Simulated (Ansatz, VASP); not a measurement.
Two plane-wave programs on Pt2I

```
Pt I
1.0
    -1.82820    1.82820    4.30010
     1.82820   -1.82820    4.30010
     1.82820    1.82820   -4.30010
Pt I
2 1
Direct
  0.67873 0.67873 0.00000
  0.32127 0.32127 0.00000
  0.00000 0.00000 0.00000
```

Alike in both runs: functional PBE; k mesh 18 × 18 × 18; occupations gaussian, width 0.1 eV; no spin polarisation.

Ansatz relaxed the structure, and its values are those at the end. VASP's run is a single point on that final structure, the one shown.

|  | VASP | Ansatz |
| --- | --- | --- |
| version | VASP 6.6.1 | Ansatz 0.2.0 |
| potentials or method | VASP PAW PBE potentials, release 64 (Pt, I), cutoff 520 eV | scalar-relativistic, plane waves, PAW |
| valence electrons in the cell | 27 | 53 |

Ansatz gave:

- gap on the k mesh at the Fermi level (eV): none
- pressure (GPa): 0.0

Estimate VASP's values.

gap on the k mesh at the Fermi level (eV): none; pressure (GPa): -0.3.

A gap of «none» marks a metal or a gap that the smearing closes. With one functional, cell and mesh, what is left measures potentials, basis and numerics. VASP's potentials hold 27 valence electrons a cell and Ansatz's 53, so a difference there can come from the potentials and not from the codes.

Spin-orbit coupling is off throughout.
